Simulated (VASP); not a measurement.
Input of a VASP 6.6.1 run:

File INCAR:

```
SYSTEM = SiC
PREC = Accurate
ENCUT = 520
EDIFF = 1E-7
ISMEAR = 0
SIGMA = 0.02
LREAL = .False.
LASPH = .True.
NELM = 100
ALGO = Normal
ISIF = 2
LWAVE = .False.
LCHARG = .True.
GGA = PE
LELF = .True.
LVHAR = .True.
NBANDS = 16
```

File KPOINTS:

```
Automatic mesh
0
Gamma
  10 10 6
  0 0 0
```

Contents of POSCAR:

```
SiC
1.0
    2.2117616006      2.2117616006      0.0000000000
   -2.2117616006      2.2117616006      0.0000000000
    0.0000000000      0.0000000000      4.3534475861
Si C
2 2
Direct
    0.5000000000      0.0000000000      0.7500000000
    0.0000000000      0.5000000000      0.2500000000
    0.0000000000      0.0000000000      0.0000000000
    0.5000000000      0.5000000000      0.5000000000
```

Potentials or basis: VASP PAW PBE potentials, release 64 (Si, C).

Launch:

```sh
$ cat potpaw_PBE.64/Si/POTCAR potpaw_PBE.64/C/POTCAR > POTCAR
$ mpirun -np 1 vasp_std > vasp.out
```

(1) Estimate the pressure.

(2) Predict the band gap on the k mesh.

## Answers

(1) -2.9 GPa.

(2) 1.22 eV.

Caveat: the cell differs from its parent crystal (biaxial strain in the a-b plane: +1.0 %).
